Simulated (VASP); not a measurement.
# ErBe (F-43m) in VASP: notebook, part 2 of 2

VASP 6.6.1. Earlier steps stand in the parts before.

## (3) Single point, PBE

This run uses another cell than the first one, of 28.41 Å³/atom.

INCAR

```
SYSTEM = ErBe
ALGO = Normal
EDIFF = 1E-6
ENCUT = 600
GGA = PE
GGA_COMPAT = .False.
ISIF = 2
ISMEAR = 0
LASPH = .True.
LCHARG = .True.
LELF = .True.
LMAXMIX = 6
LREAL = .False.
LVHAR = .True.
LWAVE = .False.
NBANDS = 12
NELM = 200
PREC = Accurate
SIGMA = 0.2
```

KPOINTS

```
k-points
0
Gamma
  7 7 7
  0 0 0
```

POSCAR

```
ErBe
1.0
    0.0000000000      3.0513481798      3.0513481798
    3.0513481798      0.0000000000      3.0513481798
    3.0513481798      3.0513481798      0.0000000000
Er Be
1 1
Direct
    0.0000000000      0.0000000000      0.0000000000
    0.7500000000      0.7500000000      0.7500000000
```

Potentials or basis: VASP PAW PBE potentials, release 64 (Er_3, Be), 4f in core.

Started as:

```sh
cat potpaw_PBE.64/Er_3/POTCAR potpaw_PBE.64/Be/POTCAR > POTCAR
mpirun -np 1 vasp_std > vasp.out
```

OUTCAR:

```text
SYSTEM = ErBe
   EDIFF = 1E-6
   ENCUT = 600
   GGA = PE
   ISIF = 2
   ISMEAR = 0
   LASPH = .True.
   LREAL = .False.
   NELM = 200
   PREC = Accurate

 ion  position               nearest neighbor table
   1  0.000  0.000  0.000-   2 2.64   2 2.64   2 2.64   2 2.64
   2  0.750  0.750  0.750-   1 2.64   1 2.64   1 2.64   1 2.64

  LATTYP: Found a face centered cubic cell.
 ALAT       =     6.1026963596

  Lattice vectors:

 A1 = (   0.0000000000,   3.0513481798,   3.0513481798)
 A2 = (   3.0513481798,   0.0000000000,   3.0513481798)
 A3 = (   3.0513481798,   3.0513481798,   0.0000000000)

Analysis of symmetry for initial positions (statically):
=====================================================================
 Subroutine PRICEL returns:
 Original cell was already a primitive cell.

 Routine SETGRP: Setting up the symmetry group for a
 face centered cubic supercell.

 Subroutine GETGRP returns: Found 24 space group operations
 (whereof 24 operations were pure point group operations)
 out of a pool of 48 trial point group operations.

The static configuration has the point symmetry T_d .

Analysis of symmetry for dynamics (positions and initial velocities):
=====================================================================
 Subroutine PRICEL returns:
 Original cell was already a primitive cell.

 Routine SETGRP: Setting up the symmetry group for a
 face centered cubic supercell.

 Subroutine GETGRP returns: Found 24 space group operations
 (whereof 24 operations were pure point group operations)
 out of a pool of 48 trial point group operations.

The dynamic configuration has the point symmetry T_d .

 Subroutine INISYM returns: Found 24 space group operations
 (whereof 24 operations are pure point group operations),
 and found     1 'primitive' translations

----------------------------------------------------------------------------------------

                                     Primitive cell

  volume of cell :      56.8205

  direct lattice vectors                    reciprocal lattice vectors
     0.000000000  3.051348180  3.051348180    -0.163861995  0.163861995  0.163861995
     3.051348180  0.000000000  3.051348180     0.163861995 -0.163861995  0.163861995
     3.051348180  3.051348180  0.000000000     0.163861995  0.163861995 -0.163861995

  length of vectors
     4.315257979  4.315257979  4.315257979     0.283817301  0.283817301  0.283817301

  position of ions in fractional coordinates (direct lattice)
     0.000000000  0.000000000  0.000000000
     0.750000000  0.750000000  0.750000000

  ion indices of the primitive-cell ions
   primitive index   ion index
                 1           1
                 2           2

----------------------------------------------------------------------------------------

 KPOINTS: k-points

Automatic generation of k-mesh.
 Grid dimensions read from file:
 generate k-points for:    7    7    7

 Generating k-lattice:

  Cartesian coordinates                     Fractional coordinates (reciprocal lattice)
    -0.023408856  0.023408856  0.023408856     0.142857143  0.000000000  0.000000000
     0.023408856 -0.023408856  0.023408856     0.000000000  0.142857143  0.000000000
     0.023408856  0.023408856 -0.023408856     0.000000000  0.000000000  0.142857143

  Length of vectors
     0.040545329  0.040545329  0.040545329

  Shift w.r.t. Gamma in fractional coordinates (k-lattice)
     0.000000000  0.000000000  0.000000000

 Subroutine IBZKPT returns following result:
 ===========================================

 Found     20 irreducible k-points:

 Following reciprocal coordinates:
            Coordinates               Weight
  0.000000  0.000000  0.000000      1.000000
  0.142857  0.000000  0.000000      8.000000
  0.285714  0.000000  0.000000      8.000000
  0.428571  0.000000  0.000000      8.000000
  0.142857  0.142857  0.000000      6.000000
  0.285714  0.142857  0.000000     24.000000
[... 12 lines left out ...]
 -0.428571  0.428571  0.142857     24.000000
 -0.285714  0.428571  0.142857     24.000000
   k-points           NKPTS =     20   k-points in BZ     NKDIM =     20   number of bands    NBANDS=     12
   number of dos      NEDOS =    301   number of ions     NIONS =      2
   total plane-waves  NPLWV =  46656
   dimension x,y,z NGX =    36 NGY =   36 NGZ =   36
   dimension x,y,z NGXF=    72 NGYF=   72 NGZF=   72
   ions per type =               1   1
   NGX,Y,Z   is equivalent  to a cutoff of  13.87, 13.87, 13.87 a.u.
   NGXF,Y,Z  is equivalent  to a cutoff of  27.74, 27.74, 27.74 a.u.
 SYSTEM =  ErBe
   PREC   = accura    normal or accurate (medium, high low for compatibility)
   ISTART =      0    job   : 0-new  1-cont  2-samecut
   ICHARG =      2    charge: 1-file 2-atom 10-const
   ISPIN  =      1    spin polarized calculation?
   LNONCOLLINEAR =      F non collinear calculations
   LSORBIT =      F    spin-orbit coupling
   LASPH  =      T    aspherical Exc in radial PAW
   ENCUT  =  600.0 eV  44.10 Ry    6.64 a.u.   8.62  8.62  8.62*2*pi/ulx,y,z
   NELM   =    200;   NELMIN=  2; NELMDL= -5     # of ELM steps
   EDIFF  = 0.1E-05   stopping-criterion for ELM
   LREAL  =      F    real-space projection
   EDIFFG = 0.1E-04   stopping-criterion for IOM
   NSW    =      0    number of steps for IOM
   IBRION =     -1    ionic relax: 0-MD 1-quasi-New 2-CG
   NFREE  =      0    steps in history (QN), initial steepest desc. (CG)
   ISIF   =      2    stress and relaxation
   ISYM   =      2    0-nonsym 1-usesym 2-fastsym
   POTIM  = 0.5000    time-step for ionic-motion
   TEBEG  =    0.0;   TEEND  =   0.0 temperature during run
   PSTRESS=    0.0 pullay stress
   NELECT =      11.0000    total number of electrons
   NUPDOWN=      -1.0000    fix difference up-down
   EMIN   =  10.00;   EMAX   =-10.00  energy-range for DOS
   EFERMI =   0.00;   METHOD = LEGACY
   ISMEAR =     0;   SIGMA  =   0.20  broadening in eV -4-tet -1-fermi 0-gaus
   EFERMI_NEDOS =   21; number of points for ismear=-14 and -15
   IALGO  =     38    algorithm
   IMIX   =      4    mixing-type and parameters
     AMIX     =   0.40;   BMIX     =  1.00
     AMIX_MAG =   1.60;   BMIX_MAG =  1.00
  volume/ion in A,a.u.               =      28.41       191.72
  Fermi-wavevector in a.u.,A,eV,Ry     =   0.947045  1.789656 12.202988  0.896894
  Thomas-Fermi vector in A             =   2.075101
   LORBIT       =      0    0 simple, 1 ext, 2 COOP (PROOUT), +10 PAW based schemes
   GGA     = PE    functional components
   LHFCALC =     F    Hartree Fock is set to
   AEXX    =    0.0000 exact exchange contribution
   IVDW    =     0    specifies the selected vdW correction
   LEPSILON=     F    determine dielectric tensor
   LRPA    =     F    only Hartree local field effects (RPA)
 non-spin polarized calculation
 Gauss-broadening in eV      SIGMA  =   0.20
  energy-cutoff  :      600.00
  volume of cell :       56.82
 maximum number of plane-waves:      1917
   NGX = 17   NGY = 17   NGZ = 17

 number of electron      10.9999999 magnetization

 Free energy of the ion-electron system (eV)
  ---------------------------------------------------
  ext. energy  EPLUGINS =         0.00000000
  ---------------------------------------------------
  free energy    TOTEN  =        -5.80326664 eV

  energy without entropy =       -5.74516471  energy(sigma->0) =       -5.77421567

 E-fermi :   1.3559     XC(G=0):  -8.4752

 val. band max:        1.3509399864   @ k =  -0.2857   0.1429   0.0000
 cond. band min:       1.3854554351   @ k =   0.4286   0.2857   0.1429
 fundamental gap:      0.0345154486
 Fermi energy:         1.3559327106

 k-point     1 :       0.0000    0.0000    0.0000
  band No.  band energies     occupation
      1     -23.6238      2.00000
      2     -23.6238      2.00000
      3     -23.6238      2.00000
      4      -4.0067      2.00000
      5       1.2830      1.39396
      6       1.2830      1.39396
      7       1.2830      1.39396
      8       4.1816      0.00000
      9       4.1816      0.00000
     10       7.3130      0.00000
     11       9.1915      0.00000
     12       9.1915      0.00000
[... 271 lines left out ...]
 k-point    20 :      -0.2857    0.4286    0.1429
  band No.  band energies     occupation
      1     -23.6762      2.00000
      2     -23.6705      2.00000
      3     -23.6498      2.00000
      4      -1.0728      2.00000
      5       0.2657      2.00000
      6       0.8528      1.99963
      7       2.1143      0.00000
      8       2.8372      0.00000
      9       4.4956      0.00000
     10       5.0039      0.00000
     11       6.2115      0.00000
     12       7.2235      0.00000

------------------------ aborting loop because EDIFF is reached ----------------------------------------

  FORCE on cell =-STRESS in cart. coord.  units (eV):
  Direction    XX          YY          ZZ          XY          YZ          ZX
  --------------------------------------------------------------------------------------
  -------------------------------------------------------------------------------------
  Total        0.1791908      0.1791908      0.1791908      0.0000000      0.0000000      0.0000000
  in kB        5.0526708      5.0526708      5.0526708      0.0000000      0.0000000      0.0000000
  external PRESSURE =       5.0526708 kB  Pullay stress =       0.0000000 kB

 VOLUME and BASIS-vectors are now :
 -----------------------------------------------------------------------------
  energy-cutoff  :      600.00
  volume of cell :       56.82
      direct lattice vectors                 reciprocal lattice vectors
     0.000000000  3.051348180  3.051348180    -0.163861995  0.163861995  0.163861995
     3.051348180  0.000000000  3.051348180     0.163861995 -0.163861995  0.163861995
     3.051348180  3.051348180  0.000000000     0.163861995  0.163861995 -0.163861995

 POSITION                                       TOTAL-FORCE (eV/Angst)
 -----------------------------------------------------------------------------------
      0.00000      0.00000      0.00000         0.000000      0.000000      0.000000
      4.57702      4.57702      4.57702        -0.000000     -0.000000     -0.000000
 -----------------------------------------------------------------------------------
    total drift:                                0.000000      0.000000      0.000000

  FREE ENERGIE OF THE ION-ELECTRON SYSTEM (eV)
  ---------------------------------------------------
  free  energy   TOTEN  =        -5.8032666412 eV

  energy  without entropy=       -5.7451647051  energy(sigma->0) =       -5.77421567
```

OSZICAR:

```text
N       E                     dE             d eps       ncg     rms          rms(c)
DAV:   1     0.217809002307E+02    0.21781E+02   -0.51257E+03   712   0.837E+02
DAV:   2    -0.527065765958E+01   -0.27052E+02   -0.26061E+02   804   0.253E+02
DAV:   3    -0.610475660756E+01   -0.83410E+00   -0.81295E+00   736   0.283E+01
DAV:   4    -0.611295522267E+01   -0.81986E-02   -0.81716E-02   808   0.243E+00
DAV:   5    -0.611303603406E+01   -0.80811E-04   -0.80795E-04   700   0.224E-01    0.166E+01
DAV:   6    -0.583724917094E+01    0.27579E+00   -0.44297E-01   844   0.542E+00    0.101E+01
DAV:   7    -0.580960274236E+01    0.27646E-01   -0.35775E-01   828   0.505E+00    0.136E+00
DAV:   8    -0.580319390620E+01    0.64088E-02   -0.33486E-02   880   0.147E+00    0.612E-02
DAV:   9    -0.580325907012E+01   -0.65164E-04   -0.63655E-04   640   0.187E-01    0.314E-02
DAV:  10    -0.580326808378E+01   -0.90137E-05   -0.66536E-05   856   0.877E-02    0.242E-02
DAV:  11    -0.580326641221E+01    0.16716E-05   -0.10395E-05   836   0.272E-02    0.218E-03
DAV:  12    -0.580326664123E+01   -0.22902E-06   -0.54166E-07   360   0.857E-03
   1 F= -.58032666E+01 E0= -.57742157E+01  d E =-.581019E-01
```

Run time: 43 s. Hardware: 1 thread of AMD EPYC 7R43 (Zen 3), shared host; peak memory 0.17 GiB.

What came out:

- Free energy: -5.8033 eV
- Pressure: 0.5 GPa
- Band gap on the k mesh: zero (an odd number of electrons rules out a gap without spin polarisation)

Levels at points of the mesh, in eV from the Fermi level:
```
           k point  band 1  band 2  band 3  band 4  band 5  band 6  band 7  band 8  band 9  band 10
(0.00, 0.00, 0.00)  -24.98  -24.98  -24.98   -5.36   -0.07   -0.07   -0.07    2.83    2.83     5.96
```

Caveat: spin-orbit coupling is left out, which moves the levels of the heavy elements; the 4f electrons are frozen in the core, so they carry no moment and show no levels. Spin polarisation is off, so any magnetic state and its effect on volume and gap are missing.
